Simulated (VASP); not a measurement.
Input of a VASP 6.6.1 run:

The input INCAR:

```
SYSTEM = Hf4F
PREC     = Accurate       ! precision mode
ENCUT    = 640            ! plane-wave cutoff, eV
EDIFF    = 1E-6           ! SCF threshold, eV
ISMEAR   = 0              ! smearing method
SIGMA    = 0.1            ! smearing width, eV
LREAL    = .FALSE.        ! projectors in reciprocal space
LASPH    = .TRUE.         ! aspherical terms in the spheres
NELM     = 300            ! most SCF steps
ALGO     = Normal         ! electronic algorithm
ISIF     = 2              ! what is computed and relaxed
LWAVE    = .FALSE.        ! write WAVECAR
LCHARG   = .FALSE.        ! write CHGCAR
LDIPOL   = .TRUE.       
IDIPOL   = 3            
DIPOL    = 0.5 0.5 0.372
GGA      = PE             ! functional
NBANDS   = 32             ! bands
GGA_COMPAT= .FALSE.      
NELMDL   = -8           
AMIX     = 0.1          
BMIX     = 1E-4         
AMIX_MAG = 0.4          
BMIX_MAG = 1E-4         
KPAR     = 4
```

The input KPOINTS:

```
regular mesh
0
G
  9 9 1
  0 0 0
```

File POSCAR:

```
Hf4F
1.0
    3.2048170381      0.0000000000      0.0000000000
   -1.6024085190      2.7754529695      0.0000000000
    0.0000000000      0.0000000000     24.5281466259
Hf F
4 1
Direct
    0.6666666667      0.3333333333      0.1630779553
    0.3333333333      0.6666666667      0.2663815885
    0.6666666667      0.3333333333      0.3732987945
    0.3333333333      0.6666666667      0.4699966451
    0.3333333333      0.6666666667      0.5870050781
```

Potentials or basis: VASP PAW PBE potentials, release 64 (Hf_pv, F).

Command:

```console
$ cat potpaw_PBE.64/Hf_pv/POTCAR potpaw_PBE.64/F/POTCAR > POTCAR
$ mpirun -np 4 vasp_std > vasp.out
```

Problem. What does it give for the largest force?

Solution. 3.057 eV/Å.

Problem. Estimate the band gap on the k mesh.

Solution. Zero (an odd number of electrons rules out a gap without spin polarisation).

Forces on the atoms (eV/Å):
```
Hf   0.000  0.000  0.721
Hf   0.000  0.000 -0.706
Hf   0.000  0.000 -0.274
Hf   0.000  0.000  3.057
F    0.000  0.000 -2.797
```

Caveat: spin-orbit coupling is left out, which moves the levels of the heavy elements.
